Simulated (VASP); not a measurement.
WC, 2 atoms in the cell. It takes space group I4/mmm (No. 139, tetragonal). Conventional cell: a = 2.919 Å, b = 2.919 Å, c = 4.563 Å, α = 90.00°, β = 90.00°, γ = 90.00°. Within 2.7 Å of W (site symmetry 4/mmm) lie 6 C at 2.06 to 2.28 Å. C (site symmetry 4/mmm) has 6 W at 2.06 to 2.28 Å within 2.7 Å.  This cell differs from its parent crystal: strain -0.050 along x and y, +0.050 along z.

* Program: VASP 6.6.1
* Task: single point
* Functional: PBEsol
* Potentials or basis: VASP PAW PBE potentials, release 64 (W_sv, C)
* Cutoff: 520 eV
* k mesh: 24 × 24 × 24
* Occupations: gaussian, width 0.15 eV
* Spin: no spin polarisation
* Dipole correction: no
* Further INCAR settings: ALGO = Normal; EDIFF = 1e-06; NBANDS = 16

Potentials or basis: VASP PAW PBE potentials, release 64 (W_sv, C).

Launch:

```console
$ cat potpaw_PBE.64/W_sv/POTCAR potpaw_PBE.64/C/POTCAR > POTCAR
$ mpirun -np 1 vasp_std > vasp.out
```

Hardware: 1 thread of AMD EPYC 9R45 96-Core Processor (Zen 5), on a shared host.

**Question.** Estimate the wall time of this run.

**Answer.** Run time: 2.6 min on 1 thread of AMD EPYC 9R45 96-Core Processor (Zen 5), on a shared host, peak memory 0.39 GiB. Counts: scf iterations 12, k points 1063.
